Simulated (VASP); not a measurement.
# Li2O (Fm-3m) in VASP: a series of runs

The runs below take Li2O through single point, relaxation of cell and atoms, with PBE.

All numbers are computed with VASP 6.6.1; they aren't measurements. Logs are shortened: lines on timing, memory, paths and dates and some standing lists are left out, and cuts for length are marked.

## 1. The cell of the first run

It takes space group Fm-3m (No. 225, cubic). The conventional cell has a = 4.600 Å, b = 4.600 Å, c = 4.600 Å, α = 90.00°, β = 90.00°, γ = 90.00°. O (site symmetry m-3m) has 8 Li at 1.99 Å within 2.6 Å. Li (site symmetry -43m) has 4 O at 1.99 Å and 6 Li at 2.30 Å within 2.6 Å.

## 2. Single point, PBE

File INCAR:

```
SYSTEM = Li2O
ALGO = Normal ; EDIFF = 1E-6
ENCUT = 750 ; GGA = PE
GGA_COMPAT = .False. ; ISIF = 2
ISMEAR = 0 ; LASPH = .True.
LCHARG = .False. ; LREAL = .False.
LWAVE = .False. ; NBANDS = 13
NELM = 120 ; PREC = Accurate
SIGMA = 0.1
```

File KPOINTS:

```
k-points
0
Gamma
  6 6 6
  0 0 0
```

File POSCAR:

```
Li2O
1.0
    0.0000000000      2.3000000000      2.3000000000
    2.3000000000      0.0000000000      2.3000000000
    2.3000000000      2.3000000000      0.0000000000
O Li
1 2
Direct
    0.0000000000      0.0000000000      0.0000000000
    0.2500000000      0.2500000000      0.2500000000
    0.7500000000      0.7500000000      0.7500000000
```

Potentials or basis: VASP PAW PBE potentials, release 64 (O, Li_sv).

Command:

```
$ cat potpaw_PBE.64/O/POTCAR potpaw_PBE.64/Li_sv/POTCAR > POTCAR
$ mpirun -np 1 vasp_std > vasp.out
```

OUTCAR:

```text
SYSTEM = Li2O
   EDIFF = 1E-6
   ENCUT = 750
   GGA = PE
   ISIF = 2
   ISMEAR = 0
   LASPH = .True.
   LREAL = .False.
   NELM = 120
   PREC = Accurate

 ion  position               nearest neighbor table
   1  0.000  0.000  0.000-   3 1.99   3 1.99   3 1.99   2 1.99   3 1.99   2 1.99   2 1.99   2 1.99

   2  0.250  0.250  0.250-   1 1.99   1 1.99   1 1.99   1 1.99   3 2.30   3 2.30   3 2.30   3 2.30
                             3 2.30   3 2.30
   3  0.750  0.750  0.750-   1 1.99   1 1.99   1 1.99   1 1.99   2 2.30   2 2.30   2 2.30   2 2.30
                             2 2.30   2 2.30

  LATTYP: Found a face centered cubic cell.
 ALAT       =     4.6000000000

  Lattice vectors:

 A1 = (   0.0000000000,   2.3000000000,   2.3000000000)
 A2 = (   2.3000000000,   0.0000000000,   2.3000000000)
 A3 = (   2.3000000000,   2.3000000000,   0.0000000000)

Analysis of symmetry for initial positions (statically):
=====================================================================
 Subroutine PRICEL returns:
 Original cell was already a primitive cell.

 Routine SETGRP: Setting up the symmetry group for a
 face centered cubic supercell.

 Subroutine GETGRP returns: Found 48 space group operations
 (whereof 48 operations were pure point group operations)
 out of a pool of 48 trial point group operations.

The static configuration has the point symmetry O_h .

Analysis of symmetry for dynamics (positions and initial velocities):
=====================================================================
 Subroutine PRICEL returns:
 Original cell was already a primitive cell.

 Routine SETGRP: Setting up the symmetry group for a
 face centered cubic supercell.

 Subroutine GETGRP returns: Found 48 space group operations
 (whereof 48 operations were pure point group operations)
 out of a pool of 48 trial point group operations.

The dynamic configuration has the point symmetry O_h .

 Subroutine INISYM returns: Found 48 space group operations
 (whereof 48 operations are pure point group operations),
 and found     1 'primitive' translations

----------------------------------------------------------------------------------------

                                     Primitive cell

  volume of cell :      24.3340

  direct lattice vectors                    reciprocal lattice vectors
     0.000000000  2.300000000  2.300000000    -0.217391304  0.217391304  0.217391304
     2.300000000  0.000000000  2.300000000     0.217391304 -0.217391304  0.217391304
     2.300000000  2.300000000  0.000000000     0.217391304  0.217391304 -0.217391304

  length of vectors
     3.252691193  3.252691193  3.252691193     0.376532784  0.376532784  0.376532784

  position of ions in fractional coordinates (direct lattice)
     0.000000000  0.000000000  0.000000000
     0.250000000  0.250000000  0.250000000
     0.750000000  0.750000000  0.750000000

  ion indices of the primitive-cell ions
   primitive index   ion index
                 1           1
                 2           2
                 3           3

----------------------------------------------------------------------------------------

 KPOINTS: k-points

Automatic generation of k-mesh.
 Grid dimensions read from file:
 generate k-points for:    6    6    6

 Generating k-lattice:

  Cartesian coordinates                     Fractional coordinates (reciprocal lattice)
    -0.036231884  0.036231884  0.036231884     0.166666667  0.000000000  0.000000000
     0.036231884 -0.036231884  0.036231884     0.000000000  0.166666667  0.000000000
     0.036231884  0.036231884 -0.036231884     0.000000000  0.000000000  0.166666667

  Length of vectors
     0.062755464  0.062755464  0.062755464

  Shift w.r.t. Gamma in fractional coordinates (k-lattice)
     0.000000000  0.000000000  0.000000000

 Subroutine IBZKPT returns following result:
 ===========================================

 Found     16 irreducible k-points:

 Following reciprocal coordinates:
            Coordinates               Weight
  0.000000  0.000000  0.000000      1.000000
  0.166667  0.000000  0.000000      8.000000
  0.333333  0.000000  0.000000      8.000000
  0.500000  0.000000  0.000000      4.000000
  0.166667  0.166667  0.000000      6.000000
  0.333333  0.166667  0.000000     24.000000
[... 8 lines left out ...]
 -0.333333  0.333333  0.166667     24.000000
 -0.333333  0.500000  0.166667     12.000000
   k-points           NKPTS =     16   k-points in BZ     NKDIM =     16   number of bands    NBANDS=     13
   number of dos      NEDOS =    301   number of ions     NIONS =      3
   total plane-waves  NPLWV =  27000
   dimension x,y,z NGX =    30 NGY =   30 NGZ =   30
   dimension x,y,z NGXF=    60 NGYF=   60 NGZF=   60
   ions per type =               1   2
   NGX,Y,Z   is equivalent  to a cutoff of  15.33, 15.33, 15.33 a.u.
   NGXF,Y,Z  is equivalent  to a cutoff of  30.67, 30.67, 30.67 a.u.
 SYSTEM =  Li2O
   PREC   = accura    normal or accurate (medium, high low for compatibility)
   ISTART =      0    job   : 0-new  1-cont  2-samecut
   ICHARG =      2    charge: 1-file 2-atom 10-const
   ISPIN  =      1    spin polarized calculation?
   LNONCOLLINEAR =      F non collinear calculations
   LSORBIT =      F    spin-orbit coupling
   LASPH  =      T    aspherical Exc in radial PAW
   ENCUT  =  750.0 eV  55.12 Ry    7.42 a.u.   7.26  7.26  7.26*2*pi/ulx,y,z
   NELM   =    120;   NELMIN=  2; NELMDL= -5     # of ELM steps
   EDIFF  = 0.1E-05   stopping-criterion for ELM
   LREAL  =      F    real-space projection
   EDIFFG = 0.1E-04   stopping-criterion for IOM
   NSW    =      0    number of steps for IOM
   IBRION =     -1    ionic relax: 0-MD 1-quasi-New 2-CG
   NFREE  =      0    steps in history (QN), initial steepest desc. (CG)
   ISIF   =      2    stress and relaxation
   ISYM   =      2    0-nonsym 1-usesym 2-fastsym
   POTIM  = 0.5000    time-step for ionic-motion
   TEBEG  =    0.0;   TEEND  =   0.0 temperature during run
   PSTRESS=    0.0 pullay stress
   NELECT =      12.0000    total number of electrons
   NUPDOWN=      -1.0000    fix difference up-down
   EMIN   =  10.00;   EMAX   =-10.00  energy-range for DOS
   EFERMI =   0.00;   METHOD = LEGACY
   ISMEAR =     0;   SIGMA  =   0.10  broadening in eV -4-tet -1-fermi 0-gaus
   EFERMI_NEDOS =   21; number of points for ismear=-14 and -15
   IALGO  =     38    algorithm
   IMIX   =      4    mixing-type and parameters
     AMIX     =   0.40;   BMIX     =  1.00
     AMIX_MAG =   1.60;   BMIX_MAG =  1.00
  volume/ion in A,a.u.               =       8.11        54.74
  Fermi-wavevector in a.u.,A,eV,Ry     =   1.293394  2.444160 22.760741  1.672867
  Thomas-Fermi vector in A             =   2.425042
   LORBIT       =      0    0 simple, 1 ext, 2 COOP (PROOUT), +10 PAW based schemes
   GGA     = PE    functional components
   LHFCALC =     F    Hartree Fock is set to
   AEXX    =    0.0000 exact exchange contribution
   IVDW    =     0    specifies the selected vdW correction
   LEPSILON=     F    determine dielectric tensor
   LRPA    =     F    only Hartree local field effects (RPA)
 non-spin polarized calculation
 Gauss-broadening in eV      SIGMA  =   0.10
  energy-cutoff  :      750.00
  volume of cell :       24.33
 maximum number of plane-waves:      1158
 NGX is ok and might be reduce to    30
   NGX = 15   NGY = 15   NGZ = 15

 number of electron      12.0000002 magnetization

 Free energy of the ion-electron system (eV)
  ---------------------------------------------------
  ext. energy  EPLUGINS =         0.00000000
  ---------------------------------------------------
  free energy    TOTEN  =       -14.35413566 eV

  energy without entropy =      -14.35413566  energy(sigma->0) =      -14.35413566

 E-fermi :   1.8912     XC(G=0):  -9.8059

 val. band max:        1.4010867852   @ k =   0.0000   0.0000   0.0000
 cond. band min:       6.4046348077   @ k =   0.5000   0.5000   0.0000
 fundamental gap:      5.0035480226
 Fermi energy:         1.8911699268

 k-point     1 :       0.0000    0.0000    0.0000
  band No.  band energies     occupation
      1     -41.5575      2.00000
      2     -41.2143      2.00000
      3     -14.0685      2.00000
      4       1.4011      2.00000
      5       1.4011      2.00000
      6       1.4011      2.00000
      7       6.7610      0.00000
      8      13.4126      0.00000
      9      13.4126      0.00000
     10      13.4126      0.00000
     11      20.5370      0.00000
     12      20.5370      0.00000
     13      20.5370      0.00000

 k-point     2 :       0.1667    0.0000    0.0000
  band No.  band energies     occupation
      1     -41.5309      2.00000
      2     -41.2341      2.00000
      3     -14.0158      2.00000
      4       0.5536      2.00000
      5       1.2779      2.00000
      6       1.2779      2.00000
      7       7.4648      0.00000
      8      13.4183      0.00000
      9      13.7518      0.00000
     10      13.7518      0.00000
     11      18.7243      0.00000
     12      18.7243      0.00000
     13      21.4330      0.00000

 k-point     3 :       0.3333    0.0000    0.0000
  band No.  band energies     occupation
      1     -41.4612      2.00000
      2     -41.2902      2.00000
      3     -13.9018      2.00000
      4      -0.8110      2.00000
      5       1.0526      2.00000
      6       1.0526      2.00000
      7       9.0310      0.00000
      8      12.7499      0.00000
      9      13.7968      0.00000
     10      13.7968      0.00000
     11      18.5690      0.00000
     12      18.5690      0.00000
     13      23.3269      0.00000

 k-point     4 :       0.5000    0.0000    0.0000
  band No.  band energies     occupation
      1     -41.3729      2.00000
      2     -41.3717      2.00000
      3     -13.8401      2.00000
      4      -1.4004      2.00000
      5       0.9490      2.00000
      6       0.9490      2.00000
      7      10.6964      0.00000
      8      11.3388      0.00000
      9      13.5361      0.00000
     10      13.5361      0.00000
     11      19.3887      0.00000
     12      19.3887      0.00000
     13      24.4130      0.00000

 k-point     5 :       0.1667    0.1667    0.0000
  band No.  band energies     occupation
      1     -41.5240      2.00000
      2     -41.2387      2.00000
      3     -13.9999      2.00000
      4       0.7686      2.00000
      5       1.0115      2.00000
      6       1.0115      2.00000
      7       7.4540      0.00000
      8      13.6961      0.00000
      9      13.6961      0.00000
     10      14.1904      0.00000
     11      16.4764      0.00000
     12      22.3005      0.00000
     13      22.3005      0.00000
[... 129 lines left out ...]
 k-point    14 :       0.5000    0.3333    0.1667
  band No.  band energies     occupation
      1     -41.4274      2.00000
      2     -41.3141      2.00000
      3     -13.8352      2.00000
      4      -0.6409      2.00000
      5       0.1961      2.00000
      6       0.6288      2.00000
      7       8.4695      0.00000
      8      12.5506      0.00000
      9      14.8572      0.00000
     10      15.4279      0.00000
     11      16.9670      0.00000
     12      21.4526      0.00000
     13      23.8143      0.00000

 k-point    15 :      -0.3333    0.3333    0.1667
  band No.  band energies     occupation
      1     -41.3685      2.00000
      2     -41.3682      2.00000
      3     -13.7957      2.00000
      4      -0.8635      2.00000
      5       0.1337      2.00000
      6       0.3369      2.00000
      7       8.9857      0.00000
      8      11.8663      0.00000
      9      15.1381      0.00000
     10      15.3465      0.00000
     11      19.2064      0.00000
     12      19.5449      0.00000
     13      24.6552      0.00000

 k-point    16 :      -0.3333    0.5000    0.1667
  band No.  band energies     occupation
      1     -41.3949      2.00000
      2     -41.3391      2.00000
      3     -13.7840      2.00000
      4      -0.3454      2.00000
      5      -0.1558      2.00000
      6      -0.0509      2.00000
      7       7.8774      0.00000
      8      12.8438      0.00000
      9      15.3509      0.00000
     10      15.9582      0.00000
     11      18.3601      0.00000
     12      21.5309      0.00000
     13      23.5851      0.00000

------------------------ aborting loop because EDIFF is reached ----------------------------------------

  FORCE on cell =-STRESS in cart. coord.  units (eV):
  Direction    XX          YY          ZZ          XY          YZ          ZX
  --------------------------------------------------------------------------------------
  -------------------------------------------------------------------------------------
  Total        0.1633599      0.1633599      0.1633599     -0.0000000     -0.0000000      0.0000000
  in kB       10.7557925     10.7557925     10.7557925     -0.0000000     -0.0000000      0.0000000
  external PRESSURE =      10.7557925 kB  Pullay stress =       0.0000000 kB

 VOLUME and BASIS-vectors are now :
 -----------------------------------------------------------------------------
  energy-cutoff  :      750.00
  volume of cell :       24.33
      direct lattice vectors                 reciprocal lattice vectors
     0.000000000  2.300000000  2.300000000    -0.217391304  0.217391304  0.217391304
     2.300000000  0.000000000  2.300000000     0.217391304 -0.217391304  0.217391304
     2.300000000  2.300000000  0.000000000     0.217391304  0.217391304 -0.217391304

 POSITION                                       TOTAL-FORCE (eV/Angst)
 -----------------------------------------------------------------------------------
      0.00000      0.00000      0.00000        -0.000000     -0.000000     -0.000000
      1.15000      1.15000      1.15000        -0.000000     -0.000000     -0.000000
      3.45000      3.45000      3.45000         0.000000      0.000000      0.000000
 -----------------------------------------------------------------------------------
    total drift:                                0.000000     -0.000000      0.000000

  FREE ENERGIE OF THE ION-ELECTRON SYSTEM (eV)
  ---------------------------------------------------
  free  energy   TOTEN  =       -14.3541356559 eV

  energy  without entropy=      -14.3541356559  energy(sigma->0) =      -14.35413566
```

Wall time 9.1 s (1 thread of Intel Xeon Platinum 8488C (Sapphire Rapids), shared host); peak memory 0.16 GiB.

Results:

```
Free energy            : -14.3541 eV
Pressure               : 1.1 GPa
Band gap on the k mesh : 5.00 eV (least direct gap 5.36 eV)
```

## 3. Single point, PBE

This run uses another cell than the first one, of 8.24 Å³/atom.

File INCAR:

```
SYSTEM = Li2O
PREC = Accurate ; ENCUT = 750
EDIFF = 1E-6 ; ISMEAR = 0
SIGMA = 0.02 ; LREAL = .False.
LASPH = .True. ; NELM = 120
ALGO = Normal ; ISIF = 2
LWAVE = .False. ; LCHARG = .True.
GGA = PE ; LELF = .True.
LVHAR = .True. ; NBANDS = 13
GGA_COMPAT = .False.
```

File KPOINTS:

```
regular mesh
0
Gamma
  8 8 8
  0 0 0
```

File POSCAR:

```
Li2O
1.0
    0.0000000000      2.3124943329      2.3124943329
    2.3124943329      0.0000000000      2.3124943329
    2.3124943329      2.3124943329      0.0000000000
O Li
1 2
Direct
    0.0000000000      0.0000000000      0.0000000000
    0.2500000000      0.2500000000      0.2500000000
    0.7500000000      0.7500000000      0.7500000000
```

Potentials or basis: VASP PAW PBE potentials, release 64 (O, Li_sv).

Command:

```
$ cat potpaw_PBE.64/O/POTCAR potpaw_PBE.64/Li_sv/POTCAR > POTCAR
$ mpirun -np 1 vasp_std > vasp.out
```

Wall time 18 s (1 thread of Intel Xeon Platinum 8488C (Sapphire Rapids), shared host); peak memory 0.16 GiB.

Results (log left out):

* Free energy: -14.3562 eV
* Pressure: -0.3 GPa
* Band gap on the k mesh: 4.97 eV (least direct gap 5.24 eV)

Levels at points of the mesh, in eV from the valence-band top:
| k point | band 2 | band 3 | band 4 | band 5 | band 6 | band 7 | band 8 | band 9 | band 10 | band 11 |
| --- | --- | --- | --- | --- | --- | --- | --- | --- | --- | --- |
| (0.00, 0.00, 0.00) | -42.66 | -15.44 | 0.00 | 0.00 | 0.00 | 5.24 | 11.92 | 11.92 | 11.92 | 18.96 |
| (0.50, 0.00, 0.00) | -42.81 | -15.22 | -2.76 | -0.44 | -0.44 | 9.19 | 9.78 | 12.04 | 12.04 | 17.80 |
| (0.50, 0.50, 0.00) | -42.76 | -15.17 | -1.60 | -1.38 | -1.38 | 4.97 | 13.50 | 13.50 | 14.67 | 15.70 |

A k mesh can miss the band edges.

## 4. Relaxation of cell and atoms, PBE

File INCAR:

```
SYSTEM = Li2O
PREC = Accurate
ENCUT = 750
EDIFF = 1E-7
ISMEAR = 0
SIGMA = 0.02
LREAL = .FALSE.
LASPH = .TRUE.
NELM = 120
ALGO = Normal
ISIF = 3
LWAVE = .FALSE.
LCHARG = .FALSE.
GGA = PE
IBRION = 2
NSW = 100
EDIFFG = -0.002
GGA_COMPAT = .FALSE.
NELMIN = 4
```

File KPOINTS:

```
Automatic mesh
0
G
  8 8 8
  0 0 0
```

File POSCAR:

```
Li2O
1.0
    0.0000000000      2.3000000000      2.3000000000
    2.3000000000      0.0000000000      2.3000000000
    2.3000000000      2.3000000000      0.0000000000
O Li
1 2
Direct
    0.0000000000      0.0000000000      0.0000000000
    0.2500000000      0.2500000000      0.2500000000
    0.7500000000      0.7500000000      0.7500000000
```

Command:

```
$ cat potpaw_PBE.64/O/POTCAR potpaw_PBE.64/Li_sv/POTCAR > POTCAR
$ mpirun -np 1 vasp_std > vasp.out
```

Wall time 41 s (1 thread of Intel Xeon Platinum 8488C (Sapphire Rapids), shared host); peak memory 0.16 GiB.

Results (log left out):

| Property | Result |
| --- | --- |
| Free energy | -14.3552 eV |
| Relaxed volume | 8.21 Å³/atom |
| Relaxed cell | a = 3.266 Å, b = 3.266 Å, c = 3.266 Å, α = 60.00°, β = 60.00°, γ = 60.00° |
| Space group after relaxing (to 0.1 Å) | Fm-3m (No. 225) |
| Energy gained by relaxing | 0.3 meV/atom |
| Ionic steps | 4 |
| Pressure after relaxing | 0.0 GPa |
| Band gap on the k mesh | 4.98 eV (least direct gap 5.27 eV) |

The path:
| step | energy change (eV) | largest force (eV/Å) | pressure (GPa) | volume (Å³) |
| --- | --- | --- | --- | --- |
| 1 | 0.0000 | 0.0000 | 1.07 | 24.33 |
| 2 | -0.0009 | 0.0000 | 0.40 | 24.53 |
| 3 | -0.0010 | 0.0000 | 0.04 | 24.63 |
| 4 | -0.0010 | 0.0000 | 0.00 | 24.64 |

Final structure:
```
CELL_PARAMETERS angstrom
0.00000 2.30966 2.30966
2.30966 0.00000 2.30966
2.30966 2.30966 0.00000
ATOMIC_POSITIONS crystal
O 0.00000 0.00000 0.00000
Li 0.25000 0.25000 0.25000
Li 0.75000 0.75000 0.75000
```

Levels at points of the mesh, in eV from the valence-band top:
| k point | band 4 | band 5 | band 6 | band 7 | band 8 | band 9 |
| --- | --- | --- | --- | --- | --- | --- |
| (0.00, 0.00, 0.00) | 0.00 | 0.00 | 0.00 | 5.27 | 11.94 | 11.94 |
| (0.50, 0.00, 0.00) | -2.77 | -0.45 | -0.45 | 9.21 | 9.81 | 12.06 |
| (0.50, 0.50, 0.00) | -1.60 | -1.38 | -1.38 | 4.98 | 13.54 | 13.54 |

A k mesh can miss the band edges.

## 5. The runs side by side

| task | cell | k mesh | smearing | gap on the mesh (eV) | pressure (GPa) |
| --- | --- | --- | --- | --- | --- |
| single point | a = 3.253 Å, angles 60.0°, 3 atoms | 6 × 6 × 6 | gaussian 0.1 eV | 5.00 | 1.1 |
| single point | a = 3.270 Å, angles 60.0°, 3 atoms | 8 × 8 × 8 | gaussian 0.02 eV | 4.97 | -0.3 |
| relaxation of cell and atoms | relaxed from a = 3.253 Å, angles 60.0°, 3 atoms | 8 × 8 × 8 | gaussian 0.02 eV | 4.98 | 0.0 |

Alike in all rows: level PBE; potentials or basis VASP PAW PBE potentials, release 64 (O, Li_sv); no spin polarisation; cutoff (eV) 750.

Total energies depend on the potentials used, so only differences within one code and one set of settings carry meaning.
